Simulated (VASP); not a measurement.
Input of a VASP 6.6.1 run:

Contents of INCAR:

```
SYSTEM = YNbN2
PREC = Accurate
ENCUT = 520
EDIFF = 1E-6
ISMEAR = 0
SIGMA = 0.1
LREAL = .FALSE.
LASPH = .TRUE.
NELM = 60
ALGO = Normal
ISIF = 2
LWAVE = .FALSE.
LCHARG = .FALSE.
GGA = PE
NBANDS = 25
```

KPOINTS

```
Automatic mesh
0
G
  6 6 4
  0 0 0
```

Contents of POSCAR:

```
YNbN2
1.0
    3.5108225400      0.0000000000      0.0000000000
    0.0000000000      3.5108225400      0.0000000000
    0.0000000000      0.0000000000      4.9632600200
Y Nb N
1 1 2
Direct
    0.5000000000      0.5000000000      0.5000000000
    0.0000000000      0.0000000000      0.0000000000
    0.0000000000      0.0000000000      0.5000000000
    0.5000000000      0.5000000000      0.0000000000
```

Potentials or basis: VASP PAW PBE potentials, release 64 (Y_sv, Nb_sv, N).

Run with:

```console
$ cat potpaw_PBE.64/Y_sv/POTCAR potpaw_PBE.64/Nb_sv/POTCAR potpaw_PBE.64/N/POTCAR > POTCAR
$ mpirun -np 1 vasp_std > vasp.out
```

**Question.** Estimate the pressure.

**Answer.** -28.7 GPa.

**Question.** Estimate the band gap on the k mesh.

**Answer.** Zero (bands 17 and 18 overlap by 3.05 eV).

Stress tensor (GPa, compression positive):
```
-28.51   0.00   0.00
  0.00 -28.51   0.00
  0.00   0.00 -29.18
```

Caveat: the cell stands under tension.
